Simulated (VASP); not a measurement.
# W (I4/mmm) in VASP: further runs, part 2 of 2

VASP 6.6.1. Earlier steps stand in the parts before.

### Step 4. Single point, PBE (biaxial strain in the a-b plane: -1.0 %)

The input, INCAR:

```
SYSTEM = W
  PREC = Accurate
  ENCUT = 520
  EDIFF = 1E-7
  ISMEAR = 0
  SIGMA = 0.1
  LREAL = .False.
  LASPH = .True.
  NELM = 80
  ALGO = Fast
  ISIF = 2
  LWAVE = .False.
  LCHARG = .False.
  GGA = PE
  NBANDS = 21
```

The input, KPOINTS:

```
regular mesh
0
Gamma
  16 16 16
  0 0 0
```

The input, POSCAR:

```
W
1.0
    3.1517275226      0.0000000000      0.0000000000
    0.0000000000      3.1517275226      0.0000000000
    0.0000000000      0.0000000000      3.2026645330
W
2
Direct
    0.0000000000      0.0000000000      0.0000000000
    0.5000000000      0.5000000000      0.5000000000
```

Command:

```sh
$ cat potpaw_PBE.64/W_sv/POTCAR > POTCAR
$ mpirun -np 1 vasp_std > vasp.out
```

Run time: 2.2 min. Hardware: 1 thread of AMD EPYC 9R45 (Zen 5), shared host; peak memory 0.28 GiB.

Results (log left out):

```yaml
Free_energy: -25.8951 eV
Pressure: 5.1 GPa
Band_gap_on_the_k_mesh: zero (bands 14 and 15 overlap by 1.28 eV)
```

Stress tensor (GPa, compression positive):
```
6.58 0.00 0.00
0.00 6.58 0.00
0.00 0.00 2.02
```

Levels at points of the mesh, in eV from the Fermi level:
```csv
k point,band 12,band 13,band 14,band 15,band 16,band 17
"(0.00, 0.00, 0.00)",-1.32,-1.32,-1.12,2.07,2.36,5.06
"(0.50, 0.00, 0.00)",-2.81,-0.69,-0.69,-0.53,-0.53,1.29
"(0.50, 0.50, 0.00)",-3.73,0.72,0.72,2.30,2.30,3.18
"(0.00, 0.00, 0.50)",-2.87,-0.48,-0.48,-0.48,-0.48,1.39
"(0.50, 0.00, 0.50)",-3.51,0.59,0.59,2.00,2.00,3.06
"(0.50, 0.50, 0.50)",-2.96,-2.96,-2.96,3.16,3.16,3.33
```

Caveat: the cell differs from its parent crystal (biaxial strain in the a-b plane: -1.0 %); the cell stands under pressure; spin-orbit coupling is left out, which moves the levels of the heavy elements.

### Step 5. Single point, PBE (biaxial strain in the a-b plane: -1.0 %, then relaxed in part)

The input, INCAR:

```
SYSTEM = W
PREC     = Accurate       ! precision mode
ENCUT    = 520            ! plane-wave cutoff, eV
EDIFF    = 1E-7           ! SCF threshold, eV
ISMEAR   = 0              ! smearing method
SIGMA    = 0.1            ! smearing width, eV
LREAL    = .FALSE.        ! projectors in reciprocal space
LASPH    = .TRUE.         ! aspherical terms in the spheres
NELM     = 80             ! most SCF steps
ALGO     = Fast           ! electronic algorithm
ISIF     = 2              ! what is computed and relaxed
LWAVE    = .FALSE.        ! write WAVECAR
LCHARG   = .FALSE.        ! write CHGCAR
GGA      = PE             ! functional
NBANDS   = 21             ! bands
```

The input, KPOINTS:

```
regular mesh
0
G
  16 16 16
  0 0 0
```

POSCAR: that of step 4 with these lines changed.

```diff
@@ -4,3 +4,3 @@
     0.0000000000      3.1517275226      0.0000000000
-    0.0000000000      0.0000000000      3.2026645330
+    0.0000000000      0.0000000000      3.2117442420
 W
```

Potentials or basis: VASP PAW PBE potentials, release 64 (W_sv).

Command:

```sh
$ cat potpaw_PBE.64/W_sv/POTCAR > POTCAR
$ mpirun -np 1 vasp_std > vasp.out
```

OUTCAR:

```text
SYSTEM = W
   PREC = Accurate
   ENCUT = 520
   EDIFF = 1E-7
   ISMEAR = 0
   LREAL = .FALSE.
   LASPH = .TRUE.
   NELM = 80
   ISIF = 2
   GGA = PE

 ion  position               nearest neighbor table
   1  0.000  0.000  0.000-   2 2.75   2 2.75   2 2.75   2 2.75   2 2.75   2 2.75   2 2.75   2 2.75

   2  0.500  0.500  0.500-   1 2.75   1 2.75   1 2.75   1 2.75   1 2.75   1 2.75   1 2.75   1 2.75

  LATTYP: Found a simple tetragonal cell.
 ALAT       =     3.1517275226
[... 789 lines left out ...]
------------------------ aborting loop because EDIFF is reached ----------------------------------------

  FORCE on cell =-STRESS in cart. coord.  units (eV):
  Direction    XX          YY          ZZ          XY          YZ          ZX
  --------------------------------------------------------------------------------------
  -------------------------------------------------------------------------------------
  Total        1.1847473      1.1847473      0.1155934      0.0000000      0.0000000     -0.0000000
  in kB       59.4974062     59.4974062      5.8050412      0.0000000      0.0000000     -0.0000000
  external PRESSURE =      41.5999512 kB  Pullay stress =       0.0000000 kB

 VOLUME and BASIS-vectors are now :
 -----------------------------------------------------------------------------
  energy-cutoff  :      520.00
  volume of cell :       31.90
      direct lattice vectors                 reciprocal lattice vectors
     3.151727523  0.000000000  0.000000000     0.317286311  0.000000000  0.000000000
     0.000000000  3.151727523  0.000000000     0.000000000  0.317286311  0.000000000
     0.000000000  0.000000000  3.211744242     0.000000000  0.000000000  0.311357295

 POSITION                                       TOTAL-FORCE (eV/Angst)
 -----------------------------------------------------------------------------------
      0.00000      0.00000      0.00000        -0.000000      0.000000     -0.000000
      1.57586      1.57586      1.60587         0.000000     -0.000000      0.000000
 -----------------------------------------------------------------------------------
    total drift:                                0.000000      0.000000     -0.000000

  FREE ENERGIE OF THE ION-ELECTRON SYSTEM (eV)
  ---------------------------------------------------
  free  energy   TOTEN  =       -25.8959196844 eV

  energy  without entropy=      -25.8896343967  energy(sigma->0) =      -25.89277704
```

OSZICAR:

```text
N       E                     dE             d eps       ncg     rms          rms(c)
DAV:   1     0.269368265651E+03    0.26937E+03   -0.15712E+04 17114   0.155E+03
DAV:   2    -0.181527305093E+02   -0.28752E+03   -0.27940E+03 18463   0.457E+02
DAV:   3    -0.270603107362E+02   -0.89076E+01   -0.87317E+01 19239   0.793E+01
DAV:   4    -0.271441640671E+02   -0.83853E-01   -0.83758E-01 18587   0.810E+00
DAV:   5    -0.271450002768E+02   -0.83621E-03   -0.83620E-03 19268   0.839E-01    0.293E+01
RMM:   6    -0.261560417041E+02    0.98896E+00   -0.11354E+00 17687   0.839E+00    0.121E+01
RMM:   7    -0.259004731220E+02    0.25557E+00   -0.89084E-01 18477   0.712E+00    0.109E+00
RMM:   8    -0.258957434132E+02    0.47297E-02   -0.33928E-02 20743   0.153E+00    0.287E-01
RMM:   9    -0.258958616313E+02   -0.11822E-03   -0.60624E-03 20396   0.685E-01    0.802E-02
RMM:  10    -0.258959171953E+02   -0.55564E-04   -0.67949E-04 21885   0.270E-01    0.219E-02
RMM:  11    -0.258959151480E+02    0.20474E-05   -0.18159E-04 21219   0.136E-01    0.554E-03
RMM:  12    -0.258959201895E+02   -0.50416E-05   -0.41150E-05 22429   0.646E-02    0.131E-02
RMM:  13    -0.258959191673E+02    0.10222E-05   -0.10911E-05 19901   0.335E-02    0.343E-03
RMM:  14    -0.258959195955E+02   -0.42815E-06   -0.17096E-06 19257   0.134E-02    0.132E-03
RMM:  15    -0.258959196844E+02   -0.88907E-07   -0.33508E-07 15172   0.590E-03
   1 F= -.25895920E+02 E0= -.25892777E+02  d E =-.628529E-02
```

Wall time 2.2 min (1 thread of AMD EPYC 9R45 (Zen 5), shared host); peak memory 0.28 GiB.

Results:

```
Free energy            : -25.8959 eV
Pressure               : 4.2 GPa
Band gap on the k mesh : zero (bands 14 and 15 overlap by 1.28 eV)
```

Caveat: the cell differs from its parent crystal (biaxial strain in the a-b plane: -1.0 %, then relaxed in part); the cell stands under pressure; spin-orbit coupling is left out, which moves the levels of the heavy elements.

### Step 6. Single point, PBE (biaxial strain in the a-b plane: +1.0 %, then relaxed in part)

The input, INCAR:

```
SYSTEM = W
  ALGO = Fast
  EDIFF = 1E-7
  ENCUT = 520
  GGA = PE
  ISIF = 2
  ISMEAR = 0
  LASPH = .TRUE.
  LCHARG = .FALSE.
  LREAL = .FALSE.
  LWAVE = .FALSE.
  NBANDS = 21
  NELM = 60
  PREC = Accurate
  SIGMA = 0.1
```

The input, KPOINTS:

```
k-points
0
G
  16 16 16
  0 0 0
```

The input, POSCAR:

```
W
1.0
    3.2153987857      0.0000000000      0.0000000000
    0.0000000000      3.2153987857      0.0000000000
    0.0000000000      0.0000000000      3.1573304052
W
2
Direct
    0.0000000000      0.0000000000      0.0000000000
    0.5000000000      0.5000000000      0.5000000000
```

Potentials or basis: VASP PAW PBE potentials, release 64 (W_sv).

Command:

```sh
$ cat potpaw_PBE.64/W_sv/POTCAR > POTCAR
$ mpirun -np 1 vasp_std > vasp.out
```

OUTCAR:

```text
SYSTEM = W
   EDIFF = 1E-7
   ENCUT = 520
   GGA = PE
   ISIF = 2
   ISMEAR = 0
   LASPH = .TRUE.
   LREAL = .FALSE.
   NELM = 60
   PREC = Accurate

 ion  position               nearest neighbor table
   1  0.000  0.000  0.000-   2 2.77   2 2.77   2 2.77   2 2.77   2 2.77   2 2.77   2 2.77   2 2.77

   2  0.500  0.500  0.500-   1 2.77   1 2.77   1 2.77   1 2.77   1 2.77   1 2.77   1 2.77   1 2.77

  LATTYP: Found a simple tetragonal cell.
 ALAT       =     3.2153987857
 C/A-ratio  =     0.9819405354

[... 788 lines left out ...]

  FORCE on cell =-STRESS in cart. coord.  units (eV):
  Direction    XX          YY          ZZ          XY          YZ          ZX
  --------------------------------------------------------------------------------------
  -------------------------------------------------------------------------------------
  Total       -0.9271679     -0.9271679      0.0958630      0.0000000      0.0000000      0.0000000
  in kB      -45.5071116    -45.5071116      4.7051338      0.0000000      0.0000000      0.0000000
  external PRESSURE =     -28.7696965 kB  Pullay stress =       0.0000000 kB

 VOLUME and BASIS-vectors are now :
 -----------------------------------------------------------------------------
  energy-cutoff  :      520.00
  volume of cell :       32.64
      direct lattice vectors                 reciprocal lattice vectors
     3.215398786  0.000000000  0.000000000     0.311003414  0.000000000  0.000000000
     0.000000000  3.215398786  0.000000000     0.000000000  0.311003414  0.000000000
     0.000000000  0.000000000  3.157330405     0.000000000  0.000000000  0.316723267

 POSITION                                       TOTAL-FORCE (eV/Angst)
 -----------------------------------------------------------------------------------
      0.00000      0.00000      0.00000        -0.000000     -0.000000      0.000000
      1.60770      1.60770      1.57867         0.000000      0.000000     -0.000000
 -----------------------------------------------------------------------------------
    total drift:                                0.000000      0.000000     -0.000000

  FREE ENERGIE OF THE ION-ELECTRON SYSTEM (eV)
  ---------------------------------------------------
  free  energy   TOTEN  =       -25.8992589305 eV

  energy  without entropy=      -25.8929941366  energy(sigma->0) =      -25.89612653
```

OSZICAR:

```text
N       E                     dE             d eps       ncg     rms          rms(c)
DAV:   1     0.270560232072E+03    0.27056E+03   -0.15730E+04 17058   0.155E+03
DAV:   2    -0.180492573996E+02   -0.28861E+03   -0.28044E+03 18423   0.456E+02
DAV:   3    -0.271012308414E+02   -0.90520E+01   -0.88848E+01 19516   0.795E+01
DAV:   4    -0.271870576354E+02   -0.85827E-01   -0.85773E-01 18399   0.823E+00
DAV:   5    -0.271879282722E+02   -0.87064E-03   -0.87063E-03 19482   0.858E-01    0.280E+01
RMM:   6    -0.261621131237E+02    0.10258E+01   -0.12092E+00 17673   0.859E+00    0.113E+01
RMM:   7    -0.259036651022E+02    0.25845E+00   -0.93138E-01 18451   0.719E+00    0.118E+00
RMM:   8    -0.258991070762E+02    0.45580E-02   -0.35590E-02 20765   0.153E+00    0.286E-01
RMM:   9    -0.258991939174E+02   -0.86841E-04   -0.66615E-03 20401   0.698E-01    0.769E-02
RMM:  10    -0.258992547575E+02   -0.60840E-04   -0.73735E-04 21929   0.275E-01    0.214E-02
RMM:  11    -0.258992541786E+02    0.57888E-06   -0.19094E-04 21236   0.138E-01    0.640E-03
RMM:  12    -0.258992593946E+02   -0.52160E-05   -0.42759E-05 22323   0.661E-02    0.105E-02
RMM:  13    -0.258992585939E+02    0.80071E-06   -0.12429E-05 19805   0.357E-02    0.535E-03
RMM:  14    -0.258992587807E+02   -0.18676E-06   -0.26513E-06 19512   0.164E-02    0.135E-03
RMM:  15    -0.258992588957E+02   -0.11498E-06   -0.47020E-07 15841   0.694E-03    0.137E-03
RMM:  16    -0.258992589305E+02   -0.34785E-07   -0.82046E-08 11252   0.298E-03
   1 F= -.25899259E+02 E0= -.25896127E+02  d E =-.626479E-02
```

Run time: 2.2 min. Hardware: 1 thread of AMD EPYC 9R45 (Zen 5), shared host; peak memory 0.28 GiB.

What came out:

| Quantity | Value |
| --- | --- |
| Free energy | -25.8993 eV |
| Pressure | -2.9 GPa |
| Band gap on the k mesh | zero (bands 14 and 15 overlap by 1.24 eV) |

Caveat: the cell differs from its parent crystal (biaxial strain in the a-b plane: +1.0 %, then relaxed in part); spin-orbit coupling is left out, which moves the levels of the heavy elements.

### Step 7. The runs side by side

| cell | further INCAR settings | gap on the mesh (eV) | pressure (GPa) |
| --- | --- | --- | --- |
| a = 3.120, b = 3.120, c = 3.222 Å, 2 atoms | ALGO = Fast; EDIFF = 1e-06; NBANDS = 21 | none | 10.0 |
| a = 3.120, b = 3.120, c = 3.239 Å, 2 atoms | ALGO = Fast; EDIFF = 1e-07; NBANDS = 21 | none | 8.2 |
| a = 3.152, b = 3.152, c = 3.203 Å, 2 atoms | ALGO = Fast; EDIFF = 1e-07; NBANDS = 21 | none | 5.1 |
| a = 3.152, b = 3.152, c = 3.212 Å, 2 atoms | ALGO = Fast; EDIFF = 1e-07; NBANDS = 21 | none | 4.2 |
| a = 3.215, b = 3.215, c = 3.157 Å, 2 atoms | ALGO = Fast; EDIFF = 1e-07; NBANDS = 21 | none | -2.9 |

Alike in all rows: task single point; level PBE; potentials or basis VASP PAW PBE potentials, release 64 (W_sv); no spin polarisation; k mesh 16 × 16 × 16; cutoff (eV) 520; smearing gaussian 0.1 eV.

Caveats: spin-orbit coupling is left out, which moves the levels of the heavy elements; the cell stands under pressure (at least some runs).

Total energies depend on the potentials used, so only differences within one code and one set of settings carry meaning.
